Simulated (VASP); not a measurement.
# TiH2 (I4/mmm) in VASP: single point with r2SCAN

Aim: the single point of TiH2 with r2SCAN.

Everything below comes from runs of VASP 6.6.1. Logs are shortened: lines on timing, memory, paths and dates and some standing lists are left out, and cuts for length are marked.

### Step 1. The cell of the first run

It takes space group I4/mmm (No. 139, tetragonal). The conventional cell has a = 2.938 Å, b = 2.938 Å, c = 3.926 Å, α = 90.00°, β = 90.00°, γ = 90.00°. Ti (site symmetry 4/mmm) has 8 H at 1.77 Å within 2.3 Å. H (site symmetry -4m2) has 4 Ti at 1.77 Å and 6 H at 1.96 to 2.08 Å within 2.3 Å.

### Step 2. Single point, r2SCAN (strain -0.080 along x and y, -0.080 along z)

POSCAR reads:

```
TiH2
1.0
   -1.4687800000      1.4687800000      1.9628200000
    1.4687800000     -1.4687800000      1.9628200000
    1.4687800000      1.4687800000     -1.9628200000
Ti H
1 2
Direct
    0.0000000000      0.0000000000      0.0000000000
    0.7500000000      0.2500000000      0.5000000000
    0.2500000000      0.7500000000      0.5000000000
```

INCAR.step1 reads:

```
PREC     = Accurate       # precision mode
ENCUT    = 520            # plane-wave cutoff, eV
ISMEAR   = 0              # smearing method
SIGMA    = 0.15           # smearing width, eV
LREAL    = False          # projectors in reciprocal space
LASPH    = True           # aspherical terms in the spheres
NELM     = 80             # most SCF steps
NBANDS   = 14             # bands
GGA      = PE             # functional
ALGO     = Normal         # electronic algorithm
EDIFF    = 1E-4           # SCF threshold, eV
LWAVE    = True           # write WAVECAR
LCHARG   = False          # write CHGCAR
```

INCAR.step2 reads:

```
PREC     = Accurate       # precision mode
ENCUT    = 520            # plane-wave cutoff, eV
EDIFF    = 1E-6           # SCF threshold, eV
ISMEAR   = 0              # smearing method
SIGMA    = 0.15           # smearing width, eV
LREAL    = False          # projectors in reciprocal space
LASPH    = True           # aspherical terms in the spheres
NELM     = 80             # most SCF steps
ALGO     = Normal         # electronic algorithm
ISIF     = 2              # what is computed and relaxed
LWAVE    = False          # write WAVECAR
LCHARG   = True           # write CHGCAR
METAGGA  = R2SCAN         # meta-GGA
LMIXTAU  = True         
LELF     = True           # ELF
LVHAR    = True         
NBANDS   = 14             # bands
ISTART   = 1
```

KPOINTS reads:

```
Automatic mesh
0
Gamma
  20 20 20
```

Potentials or basis: VASP PAW PBE potentials, release 64 (Ti_sv, H).

On the command line:

```
cat potpaw_PBE.64/Ti_sv/POTCAR potpaw_PBE.64/H/POTCAR > POTCAR
cp INCAR.step1 INCAR
mpirun -np 1 vasp_std > vasp.out
cp INCAR.step2 INCAR
mpirun -np 1 vasp_std > vasp.out
```

OUTCAR:

```text
PREC = Accurate
   ENCUT = 520
   EDIFF = 1E-6
   ISMEAR = 0
   LREAL = False
   LASPH = True
   NELM = 80
   ISIF = 2
   METAGGA = R2SCAN
   ISTART = 1

 ion  position               nearest neighbor table
   1  0.000  0.000  0.000-   2 1.77   3 1.77   2 1.77   3 1.77   2 1.77   3 1.77   2 1.77   3 1.77

   2  0.750  0.250  0.500-   1 1.77   1 1.77   1 1.77   1 1.77
   3  0.250  0.750  0.500-   1 1.77   1 1.77   1 1.77   1 1.77

  LATTYP: Found a body centered tetragonal cell.
 ALAT       =     2.9375600000
 C/A-ratio  =     1.3363607892

  Lattice vectors:

 A1 = (  -1.4687800000,   1.4687800000,   1.9628200000)
 A2 = (   1.4687800000,  -1.4687800000,   1.9628200000)
 A3 = (   1.4687800000,   1.4687800000,  -1.9628200000)

Analysis of symmetry for initial positions (statically):
=====================================================================
 Subroutine PRICEL returns:
 Original cell was already a primitive cell.

 Routine SETGRP: Setting up the symmetry group for a
 body centered tetragonal supercell.

 Subroutine GETGRP returns: Found 16 space group operations
 (whereof 16 operations were pure point group operations)
 out of a pool of 16 trial point group operations.

The static configuration has the point symmetry D_4h.

Analysis of symmetry for dynamics (positions and initial velocities):
=====================================================================
 Subroutine PRICEL returns:
 Original cell was already a primitive cell.

 Routine SETGRP: Setting up the symmetry group for a
 body centered tetragonal supercell.

 Subroutine GETGRP returns: Found 16 space group operations
 (whereof 16 operations were pure point group operations)
 out of a pool of 16 trial point group operations.

The dynamic configuration has the point symmetry D_4h.

 Subroutine INISYM returns: Found 16 space group operations
 (whereof 16 operations are pure point group operations),
 and found     1 'primitive' translations

----------------------------------------------------------------------------------------

                                     Primitive cell

  volume of cell :      16.9377

  direct lattice vectors                    reciprocal lattice vectors
    -1.468780000  1.468780000  1.962820000     0.000000000  0.340418579  0.254735534
     1.468780000 -1.468780000  1.962820000     0.340418579  0.000000000  0.254735534
[... 97 lines left out ...]
   PSTRESS=    0.0 pullay stress
   NELECT =      14.0000    total number of electrons
   NUPDOWN=      -1.0000    fix difference up-down
   EMIN   =  10.00;   EMAX   =-10.00  energy-range for DOS
   EFERMI =   0.00;   METHOD = LEGACY
   ISMEAR =     0;   SIGMA  =   0.15  broadening in eV -4-tet -1-fermi 0-gaus
   EFERMI_NEDOS =   21; number of points for ismear=-14 and -15
   IALGO  =     38    algorithm
   IMIX   =      4    mixing-type and parameters
     AMIX     =   0.40;   BMIX     =  1.00
     AMIX_MAG =   1.60;   BMIX_MAG =  1.00
  volume/ion in A,a.u.               =       5.65        38.10
  Fermi-wavevector in a.u.,A,eV,Ry     =   1.536383  2.903343 32.116185  2.360473
  Thomas-Fermi vector in A             =   2.643040
   LORBIT       =      0    0 simple, 1 ext, 2 COOP (PROOUT), +10 PAW based schemes
   METAGGA = R2SCAN    functional components
   LHFCALC =     F    Hartree Fock is set to
   AEXX    =    0.0000 exact exchange contribution
   IVDW    =     0    specifies the selected vdW correction
   LEPSILON=     F    determine dielectric tensor
   LRPA    =     F    only Hartree local field effects (RPA)
 non-spin polarized calculation
 Gauss-broadening in eV      SIGMA  =   0.15
  energy-cutoff  :      520.00
  volume of cell :       16.94
 maximum number of plane-waves:       479
 NGX is ok and might be reduce to    24
   NGX = 11   NGY = 11   NGZ = 11

 number of electron      14.0000002 magnetization

 Free energy of the ion-electron system (eV)
  ---------------------------------------------------
  ext. energy  EPLUGINS =         0.00000000
  ---------------------------------------------------
  free energy    TOTEN  =       -20.85811263 eV

  energy without entropy =      -20.84789897  energy(sigma->0) =      -20.85300580

 E-fermi :  10.5733     XC(G=0): -13.7105

 val. band max:       10.5731905824   @ k =  -0.0500   0.4000   0.0500
 cond. band min:      10.5790166224   @ k =  -0.2000   0.1000   0.0500
 fundamental gap:      0.0058260400
 Fermi energy:        10.5732686028

 k-point     1 :       0.0000    0.0000    0.0000
  band No.  band energies     occupation
      1     -48.7387      2.00000
      2     -23.5546      2.00000
      3     -23.5546      2.00000
      4     -23.5199      2.00000
      5      -1.8846      2.00000
      6      10.0784      2.00000
      7      10.0784      2.00000
      8      10.5456      1.20574
      9      11.0885      0.00000
     10      12.4080      0.00000
     11      13.0551      0.00000
     12      27.6230      0.00000
     13      28.8831      0.00000
     14      28.8831      0.00000
[... 377 lines left out ...]
      1     -48.6080      2.00000
      2     -24.2690      2.00000
      3     -23.6663      2.00000
      4     -23.6052      2.00000
      5       0.8499      2.00000
      6       5.0466      2.00000
      7      10.2085      1.99942
      8      10.8697      0.00520
      9      12.9533      0.00000
     10      13.3790      0.00000
     11      17.5935      0.00000
     12      20.1837      0.00000
     13      26.4581      0.00000
     14      28.4355      0.00000

 [... further k-points ...]

------------------------ aborting loop because EDIFF is reached ----------------------------------------

  FORCE on cell =-STRESS in cart. coord.  units (eV):
  Direction    XX          YY          ZZ          XY          YZ          ZX
  --------------------------------------------------------------------------------------
  -------------------------------------------------------------------------------------
  Total        5.9891624      5.9891624      5.3478421      0.0000000      0.0000000      0.0000000
  in kB      566.5297317    566.5297317    505.8656548      0.0000000      0.0000000      0.0000000
  external PRESSURE =     546.3083727 kB  Pullay stress =       0.0000000 kB

 VOLUME and BASIS-vectors are now :
 -----------------------------------------------------------------------------
  energy-cutoff  :      520.00
  volume of cell :       16.94
      direct lattice vectors                 reciprocal lattice vectors
    -1.468780000  1.468780000  1.962820000     0.000000000  0.340418579  0.254735534
     1.468780000 -1.468780000  1.962820000     0.340418579  0.000000000  0.254735534
     1.468780000  1.468780000 -1.962820000     0.340418579  0.340418579  0.000000000

 POSITION                                       TOTAL-FORCE (eV/Angst)
 -----------------------------------------------------------------------------------
      0.00000      0.00000      0.00000        -0.000000      0.000000      0.000000
     -0.00000      1.46878      0.98141        -0.000000     -0.000000     -0.000000
      1.46878     -0.00000      0.98141         0.000000     -0.000000     -0.000000
 -----------------------------------------------------------------------------------
    total drift:                                0.000000      0.000000      0.000000

  FREE ENERGIE OF THE ION-ELECTRON SYSTEM (eV)
  ---------------------------------------------------
  free  energy   TOTEN  =       -20.8581126339 eV

  energy  without entropy=      -20.8478989672  energy(sigma->0) =      -20.85300580
```

Run time: 4 min. Hardware: 1 thread of Intel Xeon 6975P-C (Granite Rapids), shared host; peak memory 0.27 GiB.

What came out:

| Item | Value |
| --- | --- |
| Free energy | -20.8581 eV |
| Pressure | 54.6 GPa |
| Band gap on the k mesh | zero (bands 7 and 8 overlap by 0.81 eV) |

Levels at points of the mesh, in eV from the Fermi level:
```
           k point  band 5  band 6  band 7  band 8  band 9  band 10
(0.00, 0.00, 0.00)  -12.46   -0.49   -0.49   -0.03    0.52     1.83
(0.50, 0.00, 0.00)   -9.01   -5.70   -0.56    0.12    3.21     3.43
(0.50, 0.50, 0.00)   -7.51   -5.96   -4.19    3.31    3.45     3.70
(0.50, 0.50, 0.50)   -8.11   -5.02   -4.13    3.40    3.51     3.51
```

Caveat: the cell differs from its parent crystal (strain -0.080 along x and y, -0.080 along z); the cell stands under pressure; the PAW data sets were made with another functional, which shifts forces and pressure a little.
